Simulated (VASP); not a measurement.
# Pt (P6_3/mmc) in VASP: notebook

Pt is run at these levels: LDA; tasks: single point.

Program: VASP 6.6.1. These are calculated values, not measurements. Logs are shortened: lines on timing, memory, paths and dates and some standing lists are left out, and cuts for length are marked.

**1. The cell of the first run**

It takes space group P6_3/mmc (No. 194, hexagonal). The conventional cell has a = 2.708 Å, b = 2.708 Å, c = 4.677 Å, α = 90.00°, β = 90.00°, γ = 120.00°. Pt (site symmetry -6m2) has 12 Pt at 2.71 to 2.81 Å within 3.6 Å.

**2. Single point, LDA, collinear spin, ferromagnetic start**

Input file INCAR:

```
PREC = Accurate ; ENCUT = 520
EDIFF = 1E-7 ; ISMEAR = 0
SIGMA = 0.15 ; LREAL = False
LASPH = True ; NELM = 150
ALGO = Normal ; ISIF = 2
LWAVE = False ; LCHARG = False
ISPIN = 2 ; MAGMOM = 0.35 0.35
LORBIT = 11 ; NUPDOWN = 0.7
LMAXMIX = 4 ; GGA = CA
NBANDS = 21
```

Input file KPOINTS:

```
Automatic mesh
0
Gamma
  21 21 10
```

Input file POSCAR:

```
Pt
1.0
    2.7082945876      0.0000000000      0.0000000000
   -1.3541472938      2.3454519138      0.0000000000
    0.0000000000      0.0000000000      4.6765103647
Pt
2
Direct
    0.6666666667      0.3333333333      0.7500000000
    0.3333333333      0.6666666667      0.2500000000
```

Potentials or basis: VASP PAW LDA potentials, release 64 (Pt).

Started as:

```
$ cat potpaw_LDA.64/Pt/POTCAR > POTCAR
$ mpirun -np 1 vasp_std > vasp.out
```

OUTCAR:

```text
PREC = Accurate
   ENCUT = 520
   EDIFF = 1E-7
   ISMEAR = 0
   LREAL = False
   LASPH = True
   NELM = 150
   ISIF = 2
   ISPIN = 2
   LORBIT = 11
   NUPDOWN = 0.7
   GGA = CA

 ion  position               nearest neighbor table
   1  0.667  0.333  0.750-   2 2.81   2 2.81   2 2.81   2 2.81   2 2.81   2 2.81
   2  0.333  0.667  0.250-   1 2.81   1 2.81   1 2.81   1 2.81   1 2.81   1 2.81

  LATTYP: Found a hexagonal cell.
 ALAT       =     2.7082945876
 C/A-ratio  =     1.7267362222

  Lattice vectors:

 A1 = (   2.7082945876,   0.0000000000,   0.0000000000)
 A2 = (  -1.3541472938,   2.3454519138,   0.0000000000)
 A3 = (   0.0000000000,   0.0000000000,   4.6765103647)

Analysis of symmetry for initial positions (statically):
=====================================================================
 Subroutine PRICEL returns:
 Original cell was already a primitive cell.

 Routine SETGRP: Setting up the symmetry group for a
 hexagonal supercell.

 Subroutine GETGRP returns: Found 24 space group operations
 (whereof 12 operations were pure point group operations)
 out of a pool of 24 trial point group operations.

The static configuration has the point symmetry D_3d.
 The point group associated with its full space group is D_6h.

Analysis of symmetry for dynamics (positions and initial velocities):
=====================================================================
 Subroutine PRICEL returns:
 Original cell was already a primitive cell.

 Routine SETGRP: Setting up the symmetry group for a
 hexagonal supercell.

 Subroutine GETGRP returns: Found 24 space group operations
 (whereof 12 operations were pure point group operations)
 out of a pool of 24 trial point group operations.

The dynamic configuration has the point symmetry D_3d.
 The point group associated with its full space group is D_6h.

Analysis of structural, dynamic, and magnetic symmetry:
=====================================================================
 Subroutine PRICEL returns:
 Original cell was already a primitive cell.

 Routine SETGRP: Setting up the symmetry group for a
 hexagonal supercell.

 Subroutine GETGRP returns: Found 24 space group operations
 (whereof 12 operations were pure point group operations)
 out of a pool of 24 trial point group operations.

The overall configuration has the point symmetry D_3d.
 The point group associated with its full space group is D_6h.

 Subroutine INISYM returns: Found 24 space group operations
 (whereof 12 operations are pure point group operations),
 and found     1 'primitive' translations

----------------------------------------------------------------------------------------

                                     Primitive cell

  volume of cell :      29.7060

  direct lattice vectors                    reciprocal lattice vectors
     2.708294588  0.000000000  0.000000000     0.369236052  0.213178534  0.000000000
    -1.354147294  2.345451914  0.000000000     0.000000000  0.426357068  0.000000000
     0.000000000  0.000000000  4.676510365     0.000000000  0.000000000  0.213834659

  length of vectors
     2.708294588  2.708294588  4.676510365     0.426357068  0.426357068  0.213834659

  position of ions in fractional coordinates (direct lattice)
     0.666666667  0.333333333  0.750000000
     0.333333333  0.666666667  0.250000000

  ion indices of the primitive-cell ions
   primitive index   ion index
                 1           1
                 2           2

----------------------------------------------------------------------------------------

 KPOINTS: Automatic mesh

Automatic generation of k-mesh.
 Grid dimensions read from file:
 generate k-points for:   21   21   10

 Generating k-lattice:

  Cartesian coordinates                     Fractional coordinates (reciprocal lattice)
     0.017582669  0.010151359  0.000000000     0.047619048 -0.000000000  0.000000000
     0.000000000  0.020302718  0.000000000     0.000000000  0.047619048  0.000000000
     0.000000000  0.000000000  0.021383466     0.000000000  0.000000000  0.100000000

  Length of vectors
     0.020302718  0.020302718  0.021383466

  Shift w.r.t. Gamma in fractional coordinates (k-lattice)
     0.000000000  0.000000000  0.000000000

 Subroutine IBZKPT returns following result:
 ===========================================

 Found    288 irreducible k-points:

 Following reciprocal coordinates:
            Coordinates               Weight
  0.000000  0.000000  0.000000      1.000000
  0.047619  0.000000  0.000000      6.000000
  0.095238  0.000000  0.000000      6.000000
  0.142857  0.000000  0.000000      6.000000
  0.190476  0.000000  0.000000      6.000000
  0.238095  0.000000  0.000000      6.000000
[... 16 lines left out ...]
  0.142857  0.095238  0.000000     12.000000
  0.190476  0.095238  0.000000     12.000000
 [... further k-points ...]
   k-points           NKPTS =    288   k-points in BZ     NKDIM =    288   number of bands    NBANDS=     21
   number of dos      NEDOS =    301   number of ions     NIONS =      2
   total plane-waves  NPLWV =  14400
   dimension x,y,z NGX =    20 NGY =   20 NGZ =   36
   dimension x,y,z NGXF=    40 NGYF=   40 NGZF=   72
   ions per type =               2
   NGX,Y,Z   is equivalent  to a cutoff of  12.28, 12.28, 12.80 a.u.
   NGXF,Y,Z  is equivalent  to a cutoff of  24.55, 24.55, 25.60 a.u.
 SYSTEM =  unknown system
   PREC   = accura    normal or accurate (medium, high low for compatibility)
   ISTART =      0    job   : 0-new  1-cont  2-samecut
   ICHARG =      2    charge: 1-file 2-atom 10-const
   ISPIN  =      2    spin polarized calculation?
   LNONCOLLINEAR =      F non collinear calculations
   LSORBIT =      F    spin-orbit coupling
   LASPH  =      T    aspherical Exc in radial PAW
   ENCUT  =  520.0 eV  38.22 Ry    6.18 a.u.   5.04  5.04  8.70*2*pi/ulx,y,z
   NELM   =    150;   NELMIN=  2; NELMDL= -5     # of ELM steps
   EDIFF  = 0.1E-06   stopping-criterion for ELM
   LREAL  =      F    real-space projection
   EDIFFG = 0.1E-05   stopping-criterion for IOM
   NSW    =      0    number of steps for IOM
   IBRION =     -1    ionic relax: 0-MD 1-quasi-New 2-CG
   NFREE  =      0    steps in history (QN), initial steepest desc. (CG)
   ISIF   =      2    stress and relaxation
   ISYM   =      2    0-nonsym 1-usesym 2-fastsym
   POTIM  = 0.5000    time-step for ionic-motion
   TEBEG  =    0.0;   TEEND  =   0.0 temperature during run
   PSTRESS=    0.0 pullay stress
   NELECT =      20.0000    total number of electrons
   NUPDOWN=       0.7000    fix difference up-down
   EMIN   =  10.00;   EMAX   =-10.00  energy-range for DOS
   EFERMI =   0.00;   METHOD = LEGACY
   ISMEAR =     0;   SIGMA  =   0.15  broadening in eV -4-tet -1-fermi 0-gaus
   EFERMI_NEDOS =   21; number of points for ismear=-14 and -15
   IALGO  =     38    algorithm
   IMIX   =      4    mixing-type and parameters
     AMIX     =   0.40;   BMIX     =  1.00
     AMIX_MAG =   1.60;   BMIX_MAG =  1.00
  volume/ion in A,a.u.               =      14.85       100.23
  Fermi-wavevector in a.u.,A,eV,Ry     =   1.434840  2.711454 28.011198  2.058765
  Thomas-Fermi vector in A             =   2.554204
   LORBIT       =     11    0 simple, 1 ext, 2 COOP (PROOUT), +10 PAW based schemes
   GGA     = CA    functional components
   LHFCALC =     F    Hartree Fock is set to
   AEXX    =    0.0000 exact exchange contribution
   IVDW    =     0    specifies the selected vdW correction
   LEPSILON=     F    determine dielectric tensor
   LRPA    =     F    only Hartree local field effects (RPA)
 spin polarized calculation
 Gauss-broadening in eV      SIGMA  =   0.15
  energy-cutoff  :      520.00
  volume of cell :       29.71
 maximum number of plane-waves:       825
   NGX = 11   NGY = 11   NGZ = 17

 number of electron      20.0000001 magnetization       0.7000000

 Free energy of the ion-electron system (eV)
  ---------------------------------------------------
  ext. energy  EPLUGINS =         0.00000000
  ---------------------------------------------------
  free energy    TOTEN  =       -14.86704086 eV

  energy without entropy =      -14.83127186  energy(sigma->0) =      -14.84915636

 E-fermi :  11.3330     XC(G=0): -13.7713

 val. band max:       11.5318796690   @ k =   0.3810   0.1429   0.4000
 cond. band min:      11.3346729902   @ k =   0.2381   0.0952   0.2000
 fundamental gap:     -0.1972066788
 Fermi energy:        11.5322440314

 spin component 1

 k-point     1 :       0.0000    0.0000    0.0000
  band No.  band energies     occupation
      1       0.9800      1.00000
      2       3.6596      1.00000
      3       6.9709      1.00000
      4       7.5386      1.00000
      5       7.5386      1.00000
      6       7.9538      1.00000
[... 13 lines left out ...]
     20      33.9430      0.00000
     21      35.4541      0.00000
[... 529 lines left out ...]
 k-point    24 :       0.1905    0.0952    0.0000
  band No.  band energies     occupation
      1       3.1084      1.00000
      2       5.1772      1.00000
      3       6.4194      1.00000
      4       6.5994      1.00000
      5       7.1882      1.00000
      6       7.9852      1.00000
[... 13 lines left out ...]
     20      32.9517      0.00000
     21      33.8733      0.00000

 [... further k-points ...]

 spin component 2

 k-point     1 :       0.0000    0.0000    0.0000
  band No.  band energies     occupation
      1       1.0566      1.00000
      2       3.7970      1.00000
      3       7.1712      1.00000
      4       7.7275      1.00000
      5       7.7275      1.00000
      6       8.1472      1.00000
[... 13 lines left out ...]
     20      34.0244      0.00000
     21      35.5107      0.00000
[... 529 lines left out ...]
 k-point    24 :       0.1905    0.0952    0.0000
  band No.  band energies     occupation
      1       3.1907      1.00000
      2       5.3324      1.00000
      3       6.5886      1.00000
      4       6.7450      1.00000
      5       7.3674      1.00000
      6       8.1667      1.00000
[... 13 lines left out ...]
     20      33.0428      0.00000
     21      33.9782      0.00000

 [... further k-points ...]

------------------------ aborting loop because EDIFF is reached ----------------------------------------

  FORCE on cell =-STRESS in cart. coord.  units (eV):
  Direction    XX          YY          ZZ          XY          YZ          ZX
  --------------------------------------------------------------------------------------
  -------------------------------------------------------------------------------------
  Total        0.4858341      0.4858341     -0.1290576      0.0000000      0.0000000      0.0000000
  in kB       26.2031961     26.2031961     -6.9606480      0.0000000      0.0000000      0.0000000
  external PRESSURE =      15.1485814 kB  Pullay stress =       0.0000000 kB

 VOLUME and BASIS-vectors are now :
 -----------------------------------------------------------------------------
  energy-cutoff  :      520.00
  volume of cell :       29.71
      direct lattice vectors                 reciprocal lattice vectors
     2.708294588  0.000000000  0.000000000     0.369236052  0.213178534  0.000000000
    -1.354147294  2.345451914  0.000000000     0.000000000  0.426357068  0.000000000
     0.000000000  0.000000000  4.676510365     0.000000000  0.000000000  0.213834659

 POSITION                                       TOTAL-FORCE (eV/Angst)
 -----------------------------------------------------------------------------------
      1.35415      0.78182      3.50738         0.000000      0.000000      0.000000
     -0.00000      1.56363      1.16913        -0.000000     -0.000000      0.000000
 -----------------------------------------------------------------------------------
    total drift:                               -0.000000      0.000000     -0.000000

  FREE ENERGIE OF THE ION-ELECTRON SYSTEM (eV)
  ---------------------------------------------------
  free  energy   TOTEN  =       -14.8670408617 eV

  energy  without entropy=      -14.8312718558  energy(sigma->0) =      -14.84915636

 total charge

# of ion       s       p       d       tot
------------------------------------------
    1        0.651   0.634   8.070   9.355
    2        0.651   0.634   8.070   9.355
--------------------------------------------------
tot          1.303   1.268  16.139  18.710

 magnetization (x)

# of ion       s       p       d       tot
------------------------------------------
    1        0.003   0.000   0.340   0.343
    2        0.003   0.000   0.340   0.343
--------------------------------------------------
tot          0.005   0.001   0.681   0.687
```

Run time: 4.6 min. Hardware: 1 thread of Oxide Virtual Turin-like, shared host; peak memory 0.29 GiB.

What came out:

```
Free energy                                           : -14.8670 eV
Pressure                                              : 1.5 GPa
Net moment                                            : 0.70 μB per cell
Site moments                                          : Pt +0.34 μB
Valence electrons inside the program's atomic spheres : Pt 9.36
```

Caveat: spin-orbit coupling is left out, which moves the levels of the heavy elements; the total moment is fixed, so each spin has its own Fermi level.

**3. Single point, LDA, collinear spin, ferromagnetic start**

This run uses another cell than the first one, of 12.18 Å³/atom, 0.820 times its volume.

Input file INCAR:

```
SYSTEM = Pt
PREC = Accurate
ENCUT = 520
EDIFF = 1E-7
ISMEAR = 0
SIGMA = 0.15
LREAL = .FALSE.
LASPH = .TRUE.
NELM = 150
ALGO = Normal
ISIF = 2
LWAVE = .FALSE.
LCHARG = .FALSE.
ISPIN = 2
MAGMOM = 0.35 0.35
LORBIT = 11
NUPDOWN = 0.7
LMAXMIX = 4
NBANDS = 21
```

Input file KPOINTS:

```
Automatic mesh
0
G
  21 21 10
  0 0 0
```

Input file POSCAR:

```
Pt
1.0
    2.5349048657      0.0000000000      0.0000000000
   -1.2674524328      2.1952920098      0.0000000000
    0.0000000000      0.0000000000      4.3771120513
Pt
2
Direct
    0.6666666667      0.3333333333      0.7500000000
    0.3333333333      0.6666666667      0.2500000000
```

Potentials or basis: VASP PAW LDA potentials, release 64 (Pt).

Started as:

```
$ cat potpaw_LDA.64/Pt/POTCAR > POTCAR
$ mpirun -np 1 vasp_std > vasp.out
```

OUTCAR:

```text
SYSTEM = Pt
   PREC = Accurate
   ENCUT = 520
   EDIFF = 1E-7
   ISMEAR = 0
   LREAL = .FALSE.
   LASPH = .TRUE.
   NELM = 150
   ISIF = 2
   ISPIN = 2
   LORBIT = 11
   NUPDOWN = 0.7

 ion  position               nearest neighbor table
   1  0.667  0.333  0.750-   2 2.63   2 2.63   2 2.63   2 2.63   2 2.63   2 2.63
   2  0.333  0.667  0.250-   1 2.63   1 2.63   1 2.63   1 2.63   1 2.63   1 2.63

  LATTYP: Found a hexagonal cell.
 ALAT       =     2.5349048657
 C/A-ratio  =     1.7267362221

  Lattice vectors:

 A1 = (   2.5349048657,   0.0000000000,   0.0000000000)
 A2 = (  -1.2674524328,   2.1952920098,   0.0000000000)
 A3 = (   0.0000000000,   0.0000000000,   4.3771120513)

Analysis of symmetry for initial positions (statically):
=====================================================================
 Subroutine PRICEL returns:
 Original cell was already a primitive cell.

 Routine SETGRP: Setting up the symmetry group for a
 hexagonal supercell.

 Subroutine GETGRP returns: Found 24 space group operations
[... 779 lines left out ...]
      6      11.2820      1.00000
[... 565 lines left out ...]
     20      39.6551      0.00000
     21      41.2232      0.00000

 [... further k-points ...]

------------------------ aborting loop because EDIFF is reached ----------------------------------------

  FORCE on cell =-STRESS in cart. coord.  units (eV):
  Direction    XX          YY          ZZ          XY          YZ          ZX
  --------------------------------------------------------------------------------------
  -------------------------------------------------------------------------------------
  Total       16.7282624     16.7282624     14.1570718      0.0000000     -0.0000000      0.0000000
  in kB     1100.3219776   1100.3219775    931.1987632      0.0000000     -0.0000000      0.0000000
  external PRESSURE =    1043.9475728 kB  Pullay stress =       0.0000000 kB

 VOLUME and BASIS-vectors are now :
 -----------------------------------------------------------------------------
  energy-cutoff  :      520.00
  volume of cell :       24.36
      direct lattice vectors                 reciprocal lattice vectors
     2.534904866  0.000000000  0.000000000     0.394492122  0.227760133  0.000000000
    -1.267452433  2.195292010  0.000000000     0.000000000  0.455520266  0.000000000
     0.000000000  0.000000000  4.377112051     0.000000000  0.000000000  0.228461138

 POSITION                                       TOTAL-FORCE (eV/Angst)
 -----------------------------------------------------------------------------------
      1.26745      0.73176      3.28283         0.000000     -0.000000      0.000000
     -0.00000      1.46353      1.09428        -0.000000      0.000000      0.000000
 -----------------------------------------------------------------------------------
    total drift:                                0.000000     -0.000000     -0.000000

  FREE ENERGIE OF THE ION-ELECTRON SYSTEM (eV)
  ---------------------------------------------------
  free  energy   TOTEN  =       -13.4107430058 eV

  energy  without entropy=      -13.3850150927  energy(sigma->0) =      -13.39787905

 total charge

# of ion       s       p       d       tot
------------------------------------------
    1        0.781   0.937   8.332  10.050
    2        0.781   0.937   8.332  10.050
--------------------------------------------------
tot          1.562   1.874  16.663  20.100

 magnetization (x)

# of ion       s       p       d       tot
------------------------------------------
    1        0.004   0.004   0.332   0.340
    2        0.004   0.004   0.332   0.340
--------------------------------------------------
tot          0.007   0.009   0.664   0.680
```

OSZICAR:

```text
N       E                     dE             d eps       ncg     rms          rms(c)
DAV:   1     0.115277979584E+03    0.11528E+03   -0.10016E+04 24240   0.920E+02
DAV:   2    -0.113743923247E+02   -0.12665E+03   -0.11984E+03 27702   0.240E+02
DAV:   3    -0.141730384231E+02   -0.27986E+01   -0.27793E+01 28608   0.348E+01
DAV:   4    -0.141864451244E+02   -0.13407E-01   -0.13405E-01 28102   0.257E+00
DAV:   5    -0.141865593960E+02   -0.11427E-03   -0.11427E-03 28891   0.238E-01    0.359E+01
DAV:   6    -0.135820589459E+02    0.60450E+00   -0.43585E-01 26952   0.573E+00    0.196E+01
DAV:   7    -0.134216482070E+02    0.16041E+00   -0.17244E-01 27980   0.368E+00    0.590E+00
DAV:   8    -0.134152113628E+02    0.64368E-02   -0.49983E-03 27954   0.502E-01    0.128E+00
DAV:   9    -0.134106885232E+02    0.45228E-02   -0.96689E-03 27545   0.802E-01    0.231E-01
DAV:  10    -0.134107353699E+02   -0.46847E-04   -0.11634E-04 28482   0.866E-02    0.359E-02
DAV:  11    -0.134107418961E+02   -0.65262E-05   -0.28899E-06 31828   0.134E-02    0.197E-02
DAV:  12    -0.134107429153E+02   -0.10192E-05   -0.31130E-07 29228   0.373E-03    0.106E-02
DAV:  13    -0.134107430058E+02   -0.90517E-07   -0.10657E-07 21825   0.223E-03
   1 F= -.13410743E+02 E0= -.13397879E+02  d E =-.257279E-01  mag=     0.7000
```

Run time: 4.8 min. Hardware: 1 thread of Oxide Virtual Turin-like, shared host; peak memory 0.27 GiB.

Results:

```yaml
Free_energy: -13.4107 eV
Pressure: 104.4 GPa
Net_moment: 0.70 μB per cell
Site_moments: Pt +0.34 μB
```

Stress tensor (GPa, compression positive):
```
110.03   0.00   0.00
  0.00 110.03   0.00
  0.00   0.00  93.12
```

Caveat: spin-orbit coupling is left out, which moves the levels of the heavy elements; the total moment is fixed, so each spin has its own Fermi level.
